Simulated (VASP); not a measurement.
The system is LiOs.

```
Li Os
1.0
     1.48794    0.85906    4.56845
    -1.48794    0.85906    4.56845
     0.00000   -1.71813    4.56845
Li Os
1 1
Direct
  0.00000 0.00000 0.00000
  0.50000 0.50000 0.50000
```

* Program: VASP 6.6.1
* Task: relaxation of cell and atoms
* Functional: PBE
* Potentials or basis: VASP PAW PBE potentials, release 64 (Li_sv, Os)
* Cutoff: 750 eV
* k mesh: 6 × 6 × 6
* Occupations: gaussian, width 0.1 eV
* Spin: no spin polarisation

At the start: pressure -25.3 GPa; volume 17.52 Å³/atom.

**Question.** How do energy, volume and symmetry change on relaxing?

**Answer.** Over 9 steps the energy falls by 599.1 meV/atom and the volume is 13.78 Å³/atom (-21.4 %); space group R-3m (No. 166, to 0.05 Å).

Step by step:
```csv
step,energy change (eV),largest force (eV/Å),pressure (GPa),volume (Å³)
1,0.0000,0.0000,-25.34,35.04
2,0.0169,0.0000,73.84,22.48
3,-1.1877,0.0000,-1.93,27.54
4,-1.1924,0.0000,0.08,27.28
5,-1.1931,0.0000,1.32,27.14
6,-1.1981,0.0000,0.51,27.46
7,-1.1982,0.0000,0.44,27.49
8,-1.1980,0.0000,-0.65,27.64
9,-1.1983,0.0000,0.01,27.55
```

Final structure:
```
CELL_PARAMETERS angstrom
1.31507 0.75926 4.59891
-1.31507 0.75926 4.59891
0.00000 -1.51851 4.59891
ATOMIC_POSITIONS crystal
Li 0.00000 0.00000 0.00000
Os 0.50000 0.50000 0.50000
```

Caveat: the k points lie up to 0.47 Å⁻¹ apart in the final cell; the volume moved by over 15 % at a fixed basis, so the end points are rough.
